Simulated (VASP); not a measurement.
Wanted: the native input for a VASP 6.6.1 run.

- Task: single point
- Functional: r2SCAN
- Potentials or basis: VASP PAW PBE potentials, release 64 (Al)
- Cutoff: 550 eV
- k mesh: 10 × 10 × 10
- Occupations: fermi-dirac, width 0.05 eV
- Spin: no spin polarisation
- Dipole correction: no
- Further INCAR settings: ALGO = Normal; EDIFF = 1e-06; NBANDS = 8

The system is Al.

```
Al
1.0
     0.00000    2.02030    2.02030
     2.02030    0.00000    2.02030
     2.02030    2.02030    0.00000
Al
1
Direct
  0.00000 0.00000 0.00000
```

One way to write it, as run:

POSCAR

```
Al
1.0
    0.0000000000      2.0203000000      2.0203000000
    2.0203000000      0.0000000000      2.0203000000
    2.0203000000      2.0203000000      0.0000000000
Al
1
Direct
    0.0000000000      0.0000000000      0.0000000000
```

INCAR.step1

```
SYSTEM = Al
PREC = Accurate ; ENCUT = 550
ISMEAR = -1 ; SIGMA = 0.05
LREAL = .FALSE. ; LASPH = .TRUE.
NELM = 120 ; NBANDS = 8
GGA = PE ; ALGO = Normal
EDIFF = 1E-5 ; LWAVE = .TRUE.
LCHARG = .FALSE. ; GGA_COMPAT = .FALSE.
```

INCAR.step2

```
SYSTEM = Al
PREC = Accurate ; ENCUT = 550
EDIFF = 1E-6 ; ISMEAR = -1
SIGMA = 0.05 ; LREAL = .FALSE.
LASPH = .TRUE. ; NELM = 120
ALGO = Normal ; ISIF = 2
LWAVE = .FALSE. ; LCHARG = .FALSE.
METAGGA = R2SCAN ; LMIXTAU = .TRUE.
NBANDS = 8 ; ISTART = 1
GGA_COMPAT = .FALSE.
```

KPOINTS

```
regular mesh
0
G
  10 10 10
  0 0 0
```

Potentials or basis: VASP PAW PBE potentials, release 64 (Al).

Launch:

```bash
$ cat potpaw_PBE.64/Al/POTCAR > POTCAR
$ cp INCAR.step1 INCAR
$ mpirun -np 1 vasp_std > vasp.out
$ cp INCAR.step2 INCAR
$ mpirun -np 1 vasp_std > vasp.out
```

Results of the run:

```yaml
Pressure: -3.8 GPa
Band_gap_on_the_k_mesh: zero (an odd number of electrons rules out a gap without spin polarisation)
```

Caveat: the cell stands under tension; the PAW data sets were made with another functional, which shifts forces and pressure a little.

Run time: 33 s on 1 thread of Intel Xeon 8259CL, with other jobs on the host, peak memory 0.14 GiB.
